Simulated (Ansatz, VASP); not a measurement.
HfO2 in VASP and in Ansatz

```xyz
6
Lattice="3.5768 0.0000 0.0000 0.0000 3.5768 0.0000 0.0000 0.0000 5.0076" Properties=species:S:1:pos:R:3 pbc="T T T"
Hf    1.7884    1.7884    2.5038
Hf    0.0000    0.0000    0.0000
O     0.0000    1.7884    3.4861
O     1.7884    0.0000    4.0253
O     1.7884    0.0000    1.5215
O     0.0000    1.7884    0.9823
```

Change from the starting cell: strain -0.0375 x Voigt [0, 0, 1, 0, 0, 0], atoms carried along.

Alike in both runs: task single point; functional r2SCAN; k mesh 6 × 6 × 6; occupations gaussian, width 0.05 eV; no spin polarisation.

|  | VASP | Ansatz |
| --- | --- | --- |
| version | VASP 6.6.1 | Ansatz 0.2.0 |
| potentials or method | VASP PAW PBE potentials, release 64 (Hf_pv, O), cutoff 520 eV | scalar-relativistic, plane waves, PAW |
| valence electrons in the cell | 44 | 76 |

```csv
,VASP,Ansatz,Ansatz less VASP
gap on the k mesh at the Fermi level (eV),4.90,4.93,+0.031
least direct gap on the mesh (eV),4.98,5.00,+0.023
pressure (GPa),6.0,9.9,+3.85
"traceless stress, the component that is largest in VASP (GPa)",9.38,9.04,-0.343
rms of the force components (eV/Å),0.125,0.153,+0.0280
```

VASP's potentials were made for PBE, not for r2SCAN. Atom by atom the forces differ by 0.028 eV/Å (rms over components). VASP's potentials hold 44 valence electrons a cell and Ansatz's 76, so a difference there can come from the potentials and not from the codes.

Neither program's run includes spin-orbit coupling.
